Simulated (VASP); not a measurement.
Wanted: the native input for a VASP 6.6.1 run.

| Property | Result |
| --- | --- |
| Task | single point |
| Functional | r2SCAN |
| Potentials or basis | VASP PAW PBE potentials, release 64 (Pb_d, S) |
| Cutoff | 520 eV |
| k mesh | 12 × 12 × 12 |
| Occupations | fermi-dirac, width 0.05 eV |
| Spin | no spin polarisation |
| Dipole correction | no |
| Further INCAR settings | ALGO = Normal; EDIFF = 1e-07; NBANDS = 17 |

PbS (rocksalt type):

```
CELL_PARAMETERS angstrom
0.00000 2.98706 2.98706
2.98706 0.00000 2.98706
2.98706 2.98706 0.00000
ATOMIC_POSITIONS crystal
Pb 0.00000 0.00000 0.00000
S 0.50000 0.50000 0.50000
```

One way to write it, as run:

POSCAR

```
PbS
1.0
    0.0000000000      2.9870575086      2.9870575086
    2.9870575086      0.0000000000      2.9870575086
    2.9870575086      2.9870575086      0.0000000000
Pb S
1 1
Direct
    0.0000000000      0.0000000000      0.0000000000
    0.5000000000      0.5000000000      0.5000000000
```

INCAR.step1

```
ALGO = Normal ; EDIFF = 1E-4
ENCUT = 520 ; GGA = PE
ISMEAR = -1 ; LASPH = T
LCHARG = F ; LREAL = F
LWAVE = T ; NBANDS = 17
NELM = 60 ; PREC = Accurate
SIGMA = 0.05
```

INCAR.step2

```
ALGO = Normal ; EDIFF = 1E-7
ENCUT = 520 ; ISIF = 2
ISMEAR = -1 ; ISTART = 1
LASPH = T ; LCHARG = F
LMIXTAU = T ; LREAL = F
LWAVE = F ; METAGGA = R2SCAN
NBANDS = 17 ; NELM = 60
PREC = Accurate ; SIGMA = 0.05
```

KPOINTS

```
k-points
0
Gamma
  12 12 12
```

Potentials or basis: VASP PAW PBE potentials, release 64 (Pb_d, S).

Command:

```bash
$ cat potpaw_PBE.64/Pb_d/POTCAR potpaw_PBE.64/S/POTCAR > POTCAR
$ cp INCAR.step1 INCAR
$ mpirun -np 1 vasp_std > vasp.out
$ cp INCAR.step2 INCAR
$ mpirun -np 1 vasp_std > vasp.out
```

It gave:

The pressure is 0.0 GPa and the band gap on the k mesh is 0.70 eV.

Caveat: the PAW data sets were made with another functional, which shifts forces and pressure a little; spin-orbit coupling is left out, which moves the levels of the heavy elements.

Wall time 4.6 min on 1 thread of Intel Xeon 8259CL, on a shared host, peak memory 0.23 GiB.
